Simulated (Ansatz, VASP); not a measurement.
# Be3C2: VASP beside Ansatz

Contents of INCAR:

```
PREC     = Accurate       # precision mode
ENCUT    = 520            # plane-wave cutoff, eV
EDIFF    = 1E-6           # SCF threshold, eV
ISMEAR   = 0              # smearing method
SIGMA    = 0.1            # smearing width, eV
LREAL    = F              # projectors in reciprocal space
LASPH    = T              # aspherical terms in the spheres
NELM     = 60             # most SCF steps
ALGO     = Normal         # electronic algorithm
ISIF     = 2              # what is computed and relaxed
LWAVE    = F              # write WAVECAR
LCHARG   = T              # write CHGCAR
GGA      = PE             # functional
LELF     = T              # ELF
LVHAR    = T            
NBANDS   = 25             # bands
```

KPOINTS

```
regular mesh
0
Gamma
  6 6 6
```

File POSCAR:

```
Be3C2
1.0
    2.3042890711      1.3303819154      4.1941521458
   -2.3042890711      1.3303819154      4.1941521458
    0.0000000000     -2.6607638310      4.1941521458
Be C
6 4
Direct
    0.0562500000      0.4437500000      0.7500000000
    0.7500000000      0.0562500000      0.4437500000
    0.4437500000      0.7500000000      0.0562500000
    0.9437500000      0.5562500000      0.2500000000
    0.2500000000      0.9437500000      0.5562500000
    0.5562500000      0.2500000000      0.9437500000
    0.8521800000      0.8521800000      0.8521800000
    0.6478200000      0.6478200000      0.6478200000
    0.1478200000      0.1478200000      0.1478200000
    0.3521800000      0.3521800000      0.3521800000
```

Input for Ansatz:

```yaml
crystal:
  lattice:
    - [2.3042890711, 1.3303819154, 4.1941521458]
    - [-2.3042890711, 1.3303819154, 4.1941521458]
    - [0.0, -2.660763831, 4.1941521458]
  atoms:
    - { symbol: Be, position: [0.05625, 0.44375, 0.75] }
    - { symbol: Be, position: [0.75, 0.05625, 0.44375] }
    - { symbol: Be, position: [0.44375, 0.75, 0.05625] }
    - { symbol: Be, position: [0.94375, 0.55625, 0.25] }
    - { symbol: Be, position: [0.25, 0.94375, 0.55625] }
    - { symbol: Be, position: [0.55625, 0.25, 0.94375] }
    - { symbol: C, position: [0.85218, 0.85218, 0.85218] }
    - { symbol: C, position: [0.64782, 0.64782, 0.64782] }
    - { symbol: C, position: [0.14782, 0.14782, 0.14782] }
    - { symbol: C, position: [0.35218, 0.35218, 0.35218] }
basis:
  ecutwfc: 420
kpoints:
  mp_grid: { grid: [6, 6, 6] }
hamiltonian:
  xc: pbe
scf:
  occupations: { method: gaussian, width: 0.1 }
  lower_state_search: "off"
output:
  forces: true
  stress: true
  eigenvalues: true
```

Alike in both runs: task single point; functional PBE; k mesh 6 × 6 × 6; occupations gaussian, width 0.1 eV; no spin polarisation.

```csv
,VASP,Ansatz
version,VASP 6.6.1,Ansatz 0.2.0
potentials or method,"VASP PAW PBE potentials, release 64 (Be, C), cutoff 520 eV","scalar-relativistic, plane waves, PAW"
valence electrons in the cell,28,28
```

|  | VASP | Ansatz | Ansatz less VASP |
| --- | --- | --- | --- |
| gap on the k mesh at the Fermi level (eV) | none | none | - |
| pressure (GPa) | 1.2 | 0.9 | -0.26 |
| traceless stress, the component that is largest in VASP (GPa) | -8.52 | -8.54 | -0.023 |
| rms of the force components (eV/Å) | 0.227 | 0.228 | +0.0004 |

Atom by atom the forces differ by 0.001 eV/Å (rms over components). A gap of «none» marks a metal or a gap that the smearing closes.
